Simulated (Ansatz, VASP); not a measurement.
**Two plane-wave programs on Mo**

```
CELL_PARAMETERS angstrom
2.75536 0.00000 0.00000
-1.37768 2.38621 0.00000
0.00000 0.00000 4.36033
ATOMIC_POSITIONS crystal
Mo 0.33333 0.66667 0.25000
Mo 0.66667 0.33333 0.75000
```

Alike in both runs: task single point; functional PBEsol; k mesh 9 × 9 × 4; occupations gaussian, width 0.1 eV; no spin polarisation.

```csv
,VASP,Ansatz
version,VASP 6.6.1,Ansatz 0.2.0
potentials or method,"VASP PAW PBE potentials, release 64 (Mo_sv), cutoff 520 eV","scalar-relativistic, plane waves, PAW"
valence electrons in the cell,28,28
```

```csv
,VASP,Ansatz,Ansatz less VASP
gap on the k mesh at the Fermi level (eV),none,none,-
pressure (GPa),24.1,23.4,-0.76
"traceless stress, the component that is largest in VASP (GPa)",2.24,2.24,-0.009
```

VASP's potentials were made for PBE, not for PBEsol. A gap of «none» marks a metal or a gap that the smearing closes. The functional is the same, so the differences come from potentials, cutoffs and numerics.

The k mesh is coarse, so the values compare programs but aren't converged.
